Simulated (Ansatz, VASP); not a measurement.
# Two plane-wave programs on KMgF3

INCAR

```
SYSTEM = KMgF3
PREC     = Accurate       ! precision mode
ENCUT    = 520            ! plane-wave cutoff, eV
EDIFF    = 1E-6           ! SCF threshold, eV
ISMEAR   = 0              ! smearing method
SIGMA    = 0.01           ! smearing width, eV
LREAL    = .False.        ! projectors in reciprocal space
LASPH    = .True.         ! aspherical terms in the spheres
NELM     = 60             ! most SCF steps
ALGO     = Normal         ! electronic algorithm
ISIF     = 2              ! what is computed and relaxed
LWAVE    = .False.        ! write WAVECAR
LCHARG   = .False.        ! write CHGCAR
GGA      = PE             ! functional
IVDW     = 12             ! dispersion correction
NBANDS   = 24             ! bands
```

Contents of KPOINTS:

```
Automatic mesh
0
Gamma
  6 6 6
  0 0 0
```

POSCAR

```
KMgF3
1.0
    3.9791132838      0.0000000000      0.0000000000
    0.0000000000      3.9791132838      0.0000000000
    0.0000000000      0.0000000000      3.9791132838
K Mg F
1 1 3
Direct
    0.5000000000      0.5000000000      0.5000000000
    0.0000000000      0.0000000000      0.0000000000
    0.5000000000      0.0000000000      0.0000000000
    0.0000000000      0.5000000000      0.0000000000
    0.0000000000      0.0000000000      0.5000000000
```

Input for Ansatz:

```yaml
crystal:
  lattice:
    - [3.9791132838, 0.0, 0.0]
    - [0.0, 3.9791132838, 0.0]
    - [0.0, 0.0, 3.9791132838]
  atoms:
    - { symbol: K, position: [0.5, 0.5, 0.5] }
    - { symbol: Mg, position: [0.0, 0.0, 0.0] }
    - { symbol: F, position: [0.5, 0.0, 0.0] }
    - { symbol: F, position: [0.0, 0.5, 0.0] }
    - { symbol: F, position: [0.0, 0.0, 0.5] }
scf:
  occupations: { method: fixed }
output:
  forces: true
  stress: true
  eigenvalues: true
hamiltonian:
  xc: pbe
  dispersion: d3bj
basis:
  ecutwfc: 560
kpoints:
  mp_grid: { grid: [6, 6, 6] }
```

Alike in both runs: task single point; functional PBE; dispersion D3(BJ); k mesh 6 × 6 × 6; no spin polarisation.

|  | VASP | Ansatz |
| --- | --- | --- |
| version | VASP 6.6.1 | Ansatz 0.2.0 |
| potentials or method | VASP PAW PBE potentials, release 64 (K_sv, Mg, F), cutoff 520 eV | scalar-relativistic, plane waves, PAW |
| occupations | gaussian, width 0.01 eV | fixed |
| valence electrons in the cell | 32 | 40 |

```tsv
	VASP	Ansatz	Ansatz less VASP
gap on the k mesh at the Fermi level (eV)	7.34	7.37	+0.028
least direct gap on the mesh (eV)	7.67	7.69	+0.026
pressure (GPa)	1.7	2.1	+0.42
```

VASP's potentials hold 32 valence electrons a cell and Ansatz's 40, so a difference there can come from the potentials and not from the codes.
